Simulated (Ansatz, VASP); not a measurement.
## Two plane-wave programs on InP

```
In P
1.0
     0.00000    2.92157    2.92157
     2.92157    0.00000    2.92157
     2.92157    2.92157    0.00000
In P
1 1
Cartesian
  0.0000 0.0000 0.0000
  4.3824 4.3824 4.3824
```

Alike in both runs: task single point; functional revPBE; dispersion D4; k mesh 8 × 8 × 8; occupations gaussian, width 0.05 eV; no spin polarisation.

|  | VASP | Ansatz |
| --- | --- | --- |
| version | VASP 6.6.1 | Ansatz 0.2.0 |
| potentials or method | VASP PAW PBE potentials, release 64 (In_d, P), cutoff 520 eV | scalar-relativistic, plane waves, PAW |
| valence electrons in the cell | 18 | 18 |

|  | VASP | Ansatz | Ansatz less VASP |
| --- | --- | --- | --- |
| gap on the k mesh at the Fermi level (eV) | 0.86 | 0.86 | +0.006 |
| least direct gap on the mesh (eV) | 0.86 | 0.86 | +0.006 |
| pressure (GPa) | 1.3 | 1.4 | +0.06 |

VASP's potentials were made for PBE, not for revPBE.
